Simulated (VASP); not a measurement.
# Mg (P6_3/mmc) in VASP: further runs, part 2 of 2

VASP 6.6.1. The steps go on from the part before.

## (3) Relaxation of cell and atoms, r2SCAN

This run uses another cell than the first one, of 23.24 Å³/atom.

Contents of POSCAR:

```
Mg
1.0
    3.2093000000      0.0000000000      0.0000000000
   -1.6046500000      2.7793353284      0.0000000000
    0.0000000000      0.0000000000      5.2103000000
Mg
2
Direct
    0.3333330000      0.6666670000      0.2500000000
    0.6666670000      0.3333330000      0.7500000000
```

Contents of INCAR.step1:

```
PREC = Accurate
ENCUT = 600
ISMEAR = 0
SIGMA = 0.05
LREAL = F
LASPH = T
NELM = 100
GGA = PE
ALGO = Normal
EDIFF = 1E-4
LWAVE = T
LCHARG = F
```

Contents of INCAR.step2:

```
PREC = Accurate
ENCUT = 600
EDIFF = 1E-6
ISMEAR = 0
SIGMA = 0.05
LREAL = F
LASPH = T
NELM = 100
ALGO = Normal
ISIF = 3
LWAVE = F
LCHARG = F
METAGGA = R2SCAN
LMIXTAU = T
IBRION = 2
NSW = 80
EDIFFG = -0.02
ISTART = 1
```

Contents of KPOINTS:

```
regular mesh
0
Gamma
  17 17 9
```

Potentials or basis: VASP PAW PBE potentials, release 64 (Mg).

The run is started by

```
> cat potpaw_PBE.64/Mg/POTCAR > POTCAR
> cp INCAR.step1 INCAR
> mpirun -np 1 vasp_std > vasp.out
> cp INCAR.step2 INCAR
> mpirun -np 1 vasp_std > vasp.out
```

OUTCAR:

```text
PREC = Accurate
   ENCUT = 600
   EDIFF = 1E-6
   ISMEAR = 0
   LREAL = F
   LASPH = T
   NELM = 100
   ISIF = 3
   METAGGA = R2SCAN
   IBRION = 2
   NSW = 80
   EDIFFG = -0.02
   ISTART = 1

 ion  position               nearest neighbor table
   1  0.333  0.667  0.250-   2 3.20   2 3.20   2 3.20   2 3.20   2 3.20   2 3.20
   2  0.667  0.333  0.750-   1 3.20   1 3.20   1 3.20   1 3.20   1 3.20   1 3.20

  LATTYP: Found a hexagonal cell.
 ALAT       =     3.2093000000
 C/A-ratio  =     1.6235004518

  Lattice vectors:

 A1 = (   3.2093000000,   0.0000000000,   0.0000000000)
 A2 = (  -1.6046500000,   2.7793353284,   0.0000000000)
 A3 = (   0.0000000000,   0.0000000000,   5.2103000000)

Analysis of symmetry for initial positions (statically):
=====================================================================
 Subroutine PRICEL returns:
 Original cell was already a primitive cell.

 Routine SETGRP: Setting up the symmetry group for a
 hexagonal supercell.

 Subroutine GETGRP returns: Found 24 space group operations
 (whereof 12 operations were pure point group operations)
 out of a pool of 24 trial point group operations.

The static configuration has the point symmetry D_3d.
 The point group associated with its full space group is D_6h.

Analysis of symmetry for dynamics (positions and initial velocities):
=====================================================================
 Subroutine PRICEL returns:
 Original cell was already a primitive cell.

 Routine SETGRP: Setting up the symmetry group for a
 hexagonal supercell.

 Subroutine GETGRP returns: Found 24 space group operations
 (whereof 12 operations were pure point group operations)
 out of a pool of 24 trial point group operations.

The dynamic configuration has the point symmetry D_3d.
 The point group associated with its full space group is D_6h.

[... 127 lines left out ...]
   LEPSILON=     F    determine dielectric tensor
   LRPA    =     F    only Hartree local field effects (RPA)
 conjugate gradient relaxation of ions
 non-spin polarized calculation
 Gauss-broadening in eV      SIGMA  =   0.05
  energy-cutoff  :      600.00
  volume of cell :       46.47
 maximum number of plane-waves:      1568
 NGX is ok and might be reduce to    28
   NGX = 13   NGY = 13   NGZ = 21

--------------------------------------- Ionic step        1  -------------------------------------------

 number of electron       4.0000000 magnetization

 Free energy of the ion-electron system (eV)
  ---------------------------------------------------
  ext. energy  EPLUGINS =         0.00000000
  ---------------------------------------------------
  free energy    TOTEN  =        -8.29111761 eV

  energy without entropy =       -8.29023073  energy(sigma->0) =       -8.29067417

------------------------ aborting loop because EDIFF is reached ----------------------------------------

  FORCE on cell =-STRESS in cart. coord.  units (eV):
  Direction    XX          YY          ZZ          XY          YZ          ZX
  --------------------------------------------------------------------------------------
  -------------------------------------------------------------------------------------
  Total       -0.4320623     -0.4320623     -0.2890138      0.0000000      0.0000000      0.0000000
  in kB      -14.8950833    -14.8950833     -9.9635753      0.0000000      0.0000000      0.0000000
  external PRESSURE =     -13.2512473 kB  Pullay stress =       0.0000000 kB
[... 59 lines left out ...]
--------------------------------------- Ionic step        3  -------------------------------------------

 number of electron       4.0000000 magnetization

 Free energy of the ion-electron system (eV)
  ---------------------------------------------------
  ext. energy  EPLUGINS =         0.00000000
  ---------------------------------------------------
  free energy    TOTEN  =        -8.29825684 eV

  energy without entropy =       -8.29750564  energy(sigma->0) =       -8.29788124

 E-fermi :   2.8103     XC(G=0):  -9.1135

 val. band max:        2.8060961312   @ k =   0.1765   0.1176   0.0000
 cond. band min:       2.8143416357   @ k =   0.2941   0.2353   0.2222
 fundamental gap:      0.0082455046
 Fermi energy:         2.8102756121

 k-point     1 :       0.0000    0.0000    0.0000
  band No.  band energies     occupation
      1      -4.7250      2.00000
      2       0.7961      2.00000
      3       1.5280      2.00000
      4      14.6527      0.00000
      5      14.6527      0.00000
      6      14.8710      0.00000
[... 199 lines left out ...]
 k-point    24 :       0.1765    0.1765    0.0000
  band No.  band energies     occupation
      1      -2.7501      2.00000
      2       2.6387      2.00000
      3       3.2856      0.00000
      4       6.6469      0.00000
      5       7.3612      0.00000
      6      11.6756      0.00000

 [... further k-points ...]

------------------------ aborting loop because EDIFF is reached ----------------------------------------

  FORCE on cell =-STRESS in cart. coord.  units (eV):
  Direction    XX          YY          ZZ          XY          YZ          ZX
  --------------------------------------------------------------------------------------
  -------------------------------------------------------------------------------------
  Total       -0.0157145     -0.0157145      0.0286509      0.0000000     -0.0000000      0.0000000
  in kB       -0.5609785     -0.5609785      1.0227873      0.0000000     -0.0000000      0.0000000
  external PRESSURE =      -0.0330566 kB  Pullay stress =       0.0000000 kB
[... 17 lines left out ...]
  FREE ENERGIE OF THE ION-ELECTRON SYSTEM (eV)
  ---------------------------------------------------
  free  energy   TOTEN  =        -8.2982568446 eV

  energy  without entropy=       -8.2975056429  energy(sigma->0) =       -8.29788124

 reached required accuracy - stopping structural energy minimisation
```

OUTCAR.step1:

```text
PREC = Accurate
   ENCUT = 600
   ISMEAR = 0
   LREAL = F
   LASPH = T
[... 440 lines left out ...]
 -----------------------------------------------------------------------------------
     -0.00000      1.85289      1.30258         0.000000     -0.000000      0.000000
      1.60465      0.92644      3.90773        -0.000000      0.000000      0.000000
 -----------------------------------------------------------------------------------
    total drift:                                0.000004     -0.000004      0.000001

  FREE ENERGIE OF THE ION-ELECTRON SYSTEM (eV)
  ---------------------------------------------------
  free  energy   TOTEN  =        -3.0138684525 eV

  energy  without entropy=       -3.0130231667  energy(sigma->0) =       -3.01344581
```

Wall time 2.5 min (1 thread of Intel Xeon 6975P-C (Granite Rapids), shared host); peak memory 0.24 GiB.

Results:

```
Free energy                           : -8.2983 eV
Relaxed volume                        : 22.44 Å³/atom
Relaxed cell                          : a = 3.168 Å, b = 3.168 Å, c = 5.165 Å, α = 90.00°, β = 90.00°, γ = 120.00°
Space group after relaxing (to 0.1 Å) : P6_3/mmc (No. 194)
Energy gained by relaxing             : 3.6 meV/atom
Ionic steps                           : 3
Pressure after relaxing               : 0.0 GPa
Band gap on the k mesh                : zero (bands 2 and 3 overlap by 2.40 eV)
```

The path:
| step | energy change (eV) | largest force (eV/Å) | pressure (GPa) | volume (Å³) |
| --- | --- | --- | --- | --- |
| 1 | 0.0000 | 0.0000 | -1.33 | 46.47 |
| 2 | -0.0068 | 0.0000 | -0.28 | 45.19 |
| 3 | -0.0071 | 0.0000 | 0.00 | 44.88 |

Final structure:
```
CELL_PARAMETERS angstrom
3.16760 0.00000 0.00000
-1.58380 2.74323 0.00000
0.00000 0.00000 5.16502
ATOMIC_POSITIONS crystal
Mg 0.33333 0.66667 0.25000
Mg 0.66667 0.33333 0.75000
```

Caveat: the PAW data sets were made with another functional, which shifts forces and pressure a little.
